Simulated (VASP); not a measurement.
Write the native input for VASP 6.6.1 that does the following.

* Task: single point
* Functional: PBE
* Potentials or basis: VASP PAW PBE potentials, release 64 (Yb, Bi_d)
* Cutoff: 520 eV
* k mesh: 8 × 8 × 8
* Occupations: gaussian, width 0.05 eV
* Spin: collinear spin, zero start
* Starting moments: [0.0, 0.0] μB
* Hubbard terms: Yb f U = 6.0 eV
* Dipole correction: no
* Further INCAR settings: ALGO = Normal; EDIFF = 1e-07; NBANDS = 30

The structure of YbBi lies in POSCAR:

```
YbBi
1.0
    3.9801670211      0.0000000000      0.0000000000
   -1.9900835106      3.4469257515      0.0000000000
    0.0000000000      0.0000000000      4.6215713161
Yb Bi
1 1
Direct
    0.0000000000      0.0000000000      0.0000000000
    0.6666666667      0.3333333333      0.5000000000
```

These files were run (other wordings do the same):

INCAR

```
SYSTEM = YbBi
PREC = Accurate
ENCUT = 520
EDIFF = 1E-7
ISMEAR = 0
SIGMA = 0.05
LREAL = .FALSE.
LASPH = .TRUE.
NELM = 150
ALGO = Normal
ISIF = 2
LWAVE = .FALSE.
LCHARG = .TRUE.
ISPIN = 2
MAGMOM = 0 0
LORBIT = 11
LMAXMIX = 6
LDAU = .TRUE.
LDAUTYPE = 2
LDAUL = 3 -1
LDAUU = 6 0
LDAUJ = 0 0
LDAUPRINT = 1
GGA = PE
LELF = .TRUE.
LVHAR = .TRUE.
NBANDS = 30
```

KPOINTS

```
Automatic mesh
0
G
  8 8 8
  0 0 0
```

Potentials or basis: VASP PAW PBE potentials, release 64 (Yb, Bi_d).

Run with:

```console
$ cat potpaw_PBE.64/Yb/POTCAR potpaw_PBE.64/Bi_d/POTCAR > POTCAR
$ mpirun -np 1 vasp_std > vasp.out
```

Results of the run:

```json
{
 "Pressure": "1.9 GPa",
 "Net moment": "0.00 μB per cell",
 "Valence electrons inside the program's atomic spheres": "Yb 22.27; Bi 12.93"
}
```

Caveat: no moment was typed at the start, so none could form.

It took 6.4 min on 1 thread of Intel(R) Xeon(R) Platinum 8375C CPU @ 2.90GHz (Ice Lake), with other jobs on the host, peak memory 0.32 GiB.
